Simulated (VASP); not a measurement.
Wanted: the native input for a VASP 6.6.1 run.

* Task: single point
* Functional: PBE
* Potentials or basis: VASP PAW PBE potentials, release 64 (Eu, Cs_sv)
* Cutoff: 520 eV
* k mesh: 6 × 6 × 3
* Occupations: fermi-dirac, width 0.05 eV
* Spin: collinear spin, ferromagnetic start
* Starting moments: [5.2, 0.0] μB
* Fixed moment: 5.2 μB
* Dipole correction: no
* Further INCAR settings: ALGO = Normal; EDIFF = 1e-06; NBANDS = 24

The structure of CsEu lies in POSCAR:

```
CsEu
1.0
    4.4644198847      0.0000000000      0.0000000000
   -2.2322099423      3.8663010333      0.0000000000
    0.0000000000      0.0000000000      8.0086310000
Eu Cs
1 1
Direct
    0.6666666667      0.3333333333      0.0000000000
    0.0000000000      0.0000000000      0.5000000000
```

These files were run (other wordings do the same):

INCAR

```
ALGO = Normal
EDIFF = 1E-6
ENCUT = 520
GGA = PE
ISIF = 2
ISMEAR = -1
ISPIN = 2
LASPH = T
LCHARG = F
LMAXMIX = 6
LORBIT = 11
LREAL = F
LWAVE = F
MAGMOM = 5.2 0
NBANDS = 24
NELM = 150
NUPDOWN = 5.2
PREC = Accurate
SIGMA = 0.05
```

KPOINTS

```
k-points
0
Gamma
  6 6 3
```

Potentials or basis: VASP PAW PBE potentials, release 64 (Eu, Cs_sv).

The run is started by

```sh
$ cat potpaw_PBE.64/Eu/POTCAR potpaw_PBE.64/Cs_sv/POTCAR > POTCAR
$ mpirun -np 1 vasp_std > vasp.out
```

Results of the run:

* Pressure: -0.4 GPa
* Net moment: 5.20 μB per cell
* Site moments: Eu +6.49; Cs -0.08 μB
* Valence electrons inside the program's atomic spheres: Eu 14.69; Cs 6.56

Caveat: the total moment is fixed, so each spin has its own Fermi level and the state may be an excited one.

Run time: 3.1 min on 1 thread of Oxide Virtual Turin-like Processor, on a shared host, peak memory 0.35 GiB.
